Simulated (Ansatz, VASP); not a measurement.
Two plane-wave programs on SiC

Contents of INCAR:

```
PREC = Accurate
ENCUT = 520
EDIFF = 1E-7
ISMEAR = -1
SIGMA = 0.05
LREAL = F
LASPH = T
NELM = 100
ALGO = Normal
ISIF = 2
LWAVE = F
LCHARG = T
GGA = CA
LELF = T
LVHAR = T
NBANDS = 11
```

Contents of KPOINTS:

```
Automatic mesh
0
Gamma
  15 15 15
```

The input POSCAR:

```
SiC
1.0
    0.0000000000      1.9200323840      1.9200323840
    1.9200323840      0.0000000000      1.9200323840
    1.9200323840      1.9200323840      0.0000000000
Si C
1 1
Direct
    0.0000000000      0.0000000000      0.0000000000
    0.5000000000      0.5000000000      0.5000000000
```

Input for Ansatz:

```yaml
crystal:
  lattice:
    - [0.0, 1.920032384, 1.920032384]
    - [1.920032384, 0.0, 1.920032384]
    - [1.920032384, 1.920032384, 0.0]
  atoms:
    - { symbol: Si, position: [0.0, 0.0, 0.0] }
    - { symbol: C, position: [0.5, 0.5, 0.5] }
kpoints:
  mp_grid: { grid: [15, 15, 15] }
scf:
  occupations: { method: fermi_dirac, width: 0.05 }
hamiltonian:
  xc: lda
  pseudopotentials: { kind: paw }
output:
  forces: true
  stress: true
  eigenvalues: true
  populations: true
```

Change from the starting cell: volume scaled by 0.88, PAW files.

Alike in both runs: task single point; functional LDA; k mesh 15 × 15 × 15; occupations fermi-dirac, width 0.05 eV; no spin polarisation.

|  | VASP | Ansatz |
| --- | --- | --- |
| version | VASP 6.6.1 | Ansatz 0.2.0 |
| potentials or method | VASP PAW LDA potentials, release 64 (Si, C) | PAW with Ansatz's default frozen-core files, scalar-relativistic |
| plane-wave cutoff (eV) | 520 | 420 |
| valence electrons in the cell | 8 | 8 |

```csv
,VASP,Ansatz,Ansatz less VASP
pressure (GPa),46.3,45.4,-0.95
```

LDA's correlation is that of Perdew and Zunger in VASP and of Perdew and Wang (1992) in Ansatz. Both programs put the cell under a high pressure, so it lies far from rest at this level.
